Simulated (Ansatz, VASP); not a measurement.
**TaTe2H: VASP beside Ansatz**

```
CELL_PARAMETERS angstrom
-2.50427 2.50427 3.34056
2.50427 -2.50427 3.34056
2.50427 2.50427 -3.34056
ATOMIC_POSITIONS crystal
Ta 0.26124 0.26124 0.00000
Te 0.98980 0.48980 0.50000
Te 0.48980 0.98980 0.50000
H 0.52175 0.52175 0.00000
```

Alike in both runs: functional PBE; k mesh 4 × 4 × 4; occupations gaussian, width 0.1 eV; no spin polarisation.

Ansatz relaxed the structure, and its values are those at the end. VASP's run is a single point on that final structure, the one shown.

```csv
,VASP,Ansatz
version,VASP 6.6.1,Ansatz 0.2.0
potentials or method,"VASP PAW PBE potentials, release 64 (Ta_pv, Te, H), cutoff 520 eV","scalar-relativistic, plane waves, PAW"
valence electrons in the cell,24,46
```

Ansatz gave:

| Property | Result |
| --- | --- |
| gap on the k mesh at the Fermi level (eV) | none |
| pressure (GPa) | 0.0 |
| rms of the force components (eV/Å) | 0.003 |

**Question.** Estimate VASP's values.

**Answer.** gap on the k mesh at the Fermi level (eV): none; pressure (GPa): 0.0; rms of the force components (eV/Å): 0.007.

A gap of «none» marks a metal or a gap that the smearing closes. VASP's potentials hold 24 valence electrons a cell and Ansatz's 46, so a difference there can come from the potentials and not from the codes.

The k mesh is coarse, so the values compare programs but aren't converged. Neither program's run includes spin-orbit coupling.
